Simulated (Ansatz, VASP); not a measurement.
# Two plane-wave programs on GaN

Contents of INCAR:

```
  ALGO = Normal
  EDIFF = 1E-6
  EDIFFG = -0.04
  ENCUT = 600
  GGA = PE
  IBRION = 2
  ISIF = 3
  ISMEAR = 0
  LASPH = T
  LCHARG = F
  LREAL = F
  LWAVE = F
  NELM = 80
  NSW = 90
  PREC = Accurate
  SIGMA = 0.1
```

The input KPOINTS:

```
k-points
0
Gamma
  4 4 4
```

The input POSCAR:

```
GaN
1.0
    5.2153367800      0.0000000000      0.0000000000
    0.0000000000      5.2153367800      0.0000000000
    0.0000000000      0.0000000000      5.2153367800
Ga N
6 6
Direct
    0.5000000000      0.0000000000      0.7500000000
    0.7500000000      0.5000000000      0.0000000000
    0.0000000000      0.7500000000      0.5000000000
    0.5000000000      0.0000000000      0.2500000000
    0.2500000000      0.5000000000      0.0000000000
    0.0000000000      0.2500000000      0.5000000000
    0.0000000000      0.5000000000      0.7500000000
    0.7500000000      0.0000000000      0.5000000000
    0.5000000000      0.7500000000      0.0000000000
    0.0000000000      0.5000000000      0.2500000000
    0.2500000000      0.0000000000      0.5000000000
    0.5000000000      0.2500000000      0.0000000000
```

Input for Ansatz:

```yaml
crystal:
  lattice:
    - [5.21533678, 0.0, 0.0]
    - [0.0, 5.21533678, 0.0]
    - [0.0, 0.0, 5.21533678]
  atoms:
    - { symbol: Ga, position: [0.5, 0.0, 0.75] }
    - { symbol: Ga, position: [0.75, 0.5, 0.0] }
    - { symbol: Ga, position: [0.0, 0.75, 0.5] }
    - { symbol: Ga, position: [0.5, 0.0, 0.25] }
    - { symbol: Ga, position: [0.25, 0.5, 0.0] }
    - { symbol: Ga, position: [0.0, 0.25, 0.5] }
    - { symbol: "N", position: [0.0, 0.5, 0.75] }
    - { symbol: "N", position: [0.75, 0.0, 0.5] }
    - { symbol: "N", position: [0.5, 0.75, 0.0] }
    - { symbol: "N", position: [0.0, 0.5, 0.25] }
    - { symbol: "N", position: [0.25, 0.0, 0.5] }
    - { symbol: "N", position: [0.5, 0.25, 0.0] }
basis:
  ecutwfc: 420
kpoints:
  mp_grid: { grid: [4, 4, 4] }
hamiltonian:
  xc: pbe
scf:
  occupations: { method: gaussian, width: 0.1 }
  lower_state_search: "off"
output:
  forces: true
  stress: true
  eigenvalues: true
relax:
  adjacent_minimum: "off"
  f_tol: 0.04
  max_steps: 70
  cell: { stress_tol: 0.4 }
```

Alike in both runs: task relaxation of cell and atoms; functional PBE; k mesh 4 × 4 × 4; occupations gaussian, width 0.1 eV; no spin polarisation.

|  | VASP | Ansatz |
| --- | --- | --- |
| version | VASP 6.6.1 | Ansatz 0.2.0 |
| potentials or method | VASP PAW PBE potentials, release 64 (Ga_d, N), cutoff 600 eV | scalar-relativistic, plane waves, PAW |
| valence electrons in the cell | 108 | 108 |

```csv
,VASP,Ansatz,Ansatz less VASP
"gap on the k mesh at the Fermi level, each at its own relaxed structure (eV)",1.49,1.50,+0.012
relaxed volume (Å³/atom),14.45,14.40,-0.055
relaxed length of the cell vector where the two differ most in proportion (Å),5.577,5.569,-0.0071
```

Noted on VASP's run: the volume moved by over 15 % at a fixed basis, so the end points are rough.
